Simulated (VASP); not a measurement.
BP:

```
P B
1.0
     0.00000    2.25377    2.25377
     2.25377    0.00000    2.25377
     2.25377    2.25377    0.00000
P B
1 1
Direct
  0.75000 0.75000 0.75000
  0.00000 0.00000 0.00000
```

Base run:

```yaml
Program: VASP 6.6.1
Functional: revPBE
Potentials_or_basis: VASP PAW PBE potentials, release 64 (P, B)
Cutoff: 520 eV
k_mesh: 10 × 10 × 10
Occupations: fermi-dirac, width 0.05 eV
Spin: no spin polarisation
```

Its results: band gap on the k mesh 1.21 eV, indirect (least direct gap 3.42 eV); pressure 6.4 GPa.

**Question.** The run is repeated on the same cell with these changes: functional from revPBE to r2SCAN. What comes out?

**Answer.** Band gap on the k mesh 1.42 eV, indirect (least direct gap 3.67 eV); pressure 2.8 GPa.

r2SCAN gives the wider gap, since meta-GGAs in the generalised Kohn-Sham scheme recover part of the derivative discontinuity.

Caveats: the PAW data sets were made with another functional, which shifts forces and pressure a little.

A k mesh can miss the band edges.
